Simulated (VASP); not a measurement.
A run of VASP 6.6.1 is set up as follows.

Contents of POSCAR:

```
Mg
1.0
    0.0000000000      3.4318472312      3.4318472312
    3.4318472312      0.0000000000      3.4318472312
    3.4318472312      3.4318472312      0.0000000000
Mg
2
Direct
    0.1250000000      0.1250000000      0.1250000000
    0.8750000000      0.8750000000      0.8750000000
```

File INCAR.step1:

```
SYSTEM = Mg
ALGO = Normal
EDIFF = 1E-5
ENCUT = 520
GGA = PE
ISIF = 2
ISMEAR = -1
LASPH = .TRUE.
LCHARG = .FALSE.
LREAL = .FALSE.
LWAVE = .TRUE.
NBANDS = 9
NELM = 100
PREC = Accurate
SIGMA = 0.1
```

INCAR.step2

```
SYSTEM = Mg
ALGO = Normal
EDIFF = 1E-6
ENCUT = 520
GGA = PE
HFSCREEN = 0.2079
ISIF = 2
ISMEAR = -1
ISTART = 1
LASPH = .TRUE.
LCHARG = .FALSE.
LHFCALC = .TRUE.
LREAL = .FALSE.
LWAVE = .FALSE.
NBANDS = 9
NELM = 100
PREC = Accurate
PRECFOCK = Normal
SIGMA = 0.1
```

File KPOINTS:

```
k-points
0
G
  4 4 4
  0 0 0
```

Potentials or basis: VASP PAW PBE potentials, release 64 (Mg).

The run is started by

```sh
$ cat potpaw_PBE.64/Mg/POTCAR > POTCAR
$ cp INCAR.step1 INCAR
$ mpirun -np 1 vasp_std > vasp.out
$ cp INCAR.step2 INCAR
$ mpirun -np 1 vasp_std > vasp.out
```

Task: Predict the pressure.

Result: -0.1 GPa.

Task: Estimate the band gap on the k mesh.

Result: Zero (bands 2 and 3 overlap by 3.65 eV).

Caveat: the k points lie up to 0.40 Å⁻¹ apart, too coarse for converged energies and pressures of a metal; the PAW data sets were made with another functional, which shifts forces and pressure a little.
